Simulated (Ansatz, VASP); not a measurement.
# Li2Sb3: VASP beside Ansatz

The input INCAR:

```
PREC = Accurate
ENCUT = 520
EDIFF = 1E-6
ISMEAR = 0
SIGMA = 0.1
LREAL = False
LASPH = True
NELM = 80
ALGO = Normal
ISIF = 2
LWAVE = False
LCHARG = True
GGA = PE
LELF = True
LVHAR = True
NBANDS = 18
```

Contents of KPOINTS:

```
Automatic mesh
0
Gamma
  6 6 4
```

File POSCAR:

```
Li2Sb3
1.0
    4.2773206768      0.0000000000      0.0000000000
   -2.1386603384      3.7042683662      0.0000000000
    0.0000000000      0.0000000000      6.6548161798
Li Sb
2 3
Direct
    0.3333333333      0.6666666667      0.2450000000
    0.6666666667      0.3333333333      0.7550000000
    0.0000000000      0.0000000000      0.0000000000
    0.3333333333      0.6666666667      0.6450000000
    0.6666666667      0.3333333333      0.3550000000
```

Input for Ansatz:

```yaml
crystal:
  lattice:
    - [4.2773206768, 0.0, 0.0]
    - [-2.1386603384, 3.7042683662, 0.0]
    - [0.0, 0.0, 6.6548161798]
  atoms:
    - { symbol: Li, position: [0.3333333333, 0.6666666667, 0.245] }
    - { symbol: Li, position: [0.6666666667, 0.3333333333, 0.755] }
    - { symbol: Sb, position: [0.0, 0.0, 0.0] }
    - { symbol: Sb, position: [0.3333333333, 0.6666666667, 0.645] }
    - { symbol: Sb, position: [0.6666666667, 0.3333333333, 0.355] }
basis:
  ecutwfc: 420
kpoints:
  mp_grid: { grid: [6, 6, 4] }
hamiltonian:
  xc: pbe
scf:
  occupations: { method: gaussian, width: 0.1 }
  lower_state_search: "off"
output:
  forces: true
  stress: true
  eigenvalues: true
```

Alike in both runs: task single point; functional PBE; k mesh 6 × 6 × 4; occupations gaussian, width 0.1 eV; no spin polarisation.

|  | VASP | Ansatz |
| --- | --- | --- |
| version | VASP 6.6.1 | Ansatz 0.2.0 |
| potentials or method | VASP PAW PBE potentials, release 64 (Li_sv, Sb), cutoff 520 eV | scalar-relativistic, plane waves, PAW |
| valence electrons in the cell | 21 | 51 |

VASP gave:

```
gap on the k mesh at the Fermi level (eV) : none
rms of the force components (eV/Å)        : 0.431
```

**Question.** What did Ansatz give for the same quantities?

**Answer.** gap on the k mesh at the Fermi level (eV): none; rms of the force components (eV/Å): 0.425.

Atom by atom the forces differ by 0.008 eV/Å (rms over components). A gap of «none» marks a metal or a gap that the smearing closes. VASP's potentials hold 21 valence electrons a cell and Ansatz's 51, so a difference there can come from the potentials and not from the codes.

Neither program's run includes spin-orbit coupling. Noted on VASP's run: the cutoff is short for stress, so the pressure is rough.
